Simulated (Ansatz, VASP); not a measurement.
One calculation of TiIn5, two programs

```
CELL_PARAMETERS angstrom
6.01379 0.00000 0.00000
-3.00690 5.20810 0.00000
0.00000 0.00000 5.52673
ATOMIC_POSITIONS crystal
Ti 0.00000 0.00000 0.50000
In 0.66667 0.33333 0.50000
In 0.31656 0.00000 0.00000
In 0.68344 0.68344 0.00000
In 0.00000 0.31656 0.00000
In 0.33333 0.66667 0.50000
```

Change from the starting cell: species swapped into the Mg5Cu type (P-62m, No. 189).

Alike in both runs: task relaxation of cell and atoms; functional PBE; k mesh 3 × 3 × 4; occupations gaussian, width 0.1 eV; no spin polarisation.

|  | VASP | Ansatz |
| --- | --- | --- |
| version | VASP 6.6.1 | Ansatz 0.2.0 |
| potentials or method | VASP PAW PBE potentials, release 64 (Ti_sv, In_d), cutoff 600 eV | scalar-relativistic, plane waves, PAW |
| valence electrons in the cell | 77 | 77 |

```csv
,VASP,Ansatz,Ansatz less VASP
"gap on the k mesh at the Fermi level, each at its own relaxed structure (eV)",none,none,-
relaxed volume (Å³/atom),24.33,24.32,-0.012
relaxed cell length with the largest relative difference (Å),5.724,5.698,-0.0258
```

A gap of «none» marks a metal or a gap that the smearing closes.

The k mesh is coarse, so the values compare programs but aren't converged. Noted on VASP's run: the volume moved by over 15 % at a fixed basis, so the end points are rough.
